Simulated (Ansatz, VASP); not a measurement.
**HfMoC2 in VASP and in Ansatz**

```
CELL_PARAMETERS angstrom
3.15304 0.00000 0.00000
0.00000 3.15304 0.00000
0.00000 0.00000 4.46524
ATOMIC_POSITIONS crystal
Hf 0.00000 0.00000 0.00000
Mo 0.50000 0.50000 0.50000
C 0.00000 0.00000 0.50000
C 0.50000 0.50000 0.00000
```

Alike in both runs: functional PBEsol; k mesh 6 × 6 × 4; occupations gaussian, width 0.1 eV; no spin polarisation.

Ansatz relaxed the structure, and its values are those at the end. VASP's run is a single point on that final structure, the one shown.

|  | VASP | Ansatz |
| --- | --- | --- |
| version | VASP 6.6.1 | Ansatz 0.2.0 |
| potentials or method | VASP PAW PBE potentials, release 64 (Hf_pv, Mo_sv, C), cutoff 520 eV | scalar-relativistic, plane waves, PAW |
| valence electrons in the cell | 32 | 48 |

|  | VASP | Ansatz | Ansatz less VASP |
| --- | --- | --- | --- |
| gap on the k mesh at the Fermi level (eV) | none | none | - |
| pressure (GPa) | 0.0 | -0.2 | -0.15 |

VASP's potentials were made for PBE, not for PBEsol. A gap of «none» marks a metal or a gap that the smearing closes. VASP's potentials hold 32 valence electrons a cell and Ansatz's 48, so a difference there can come from the potentials and not from the codes.

Spin-orbit coupling is off throughout.
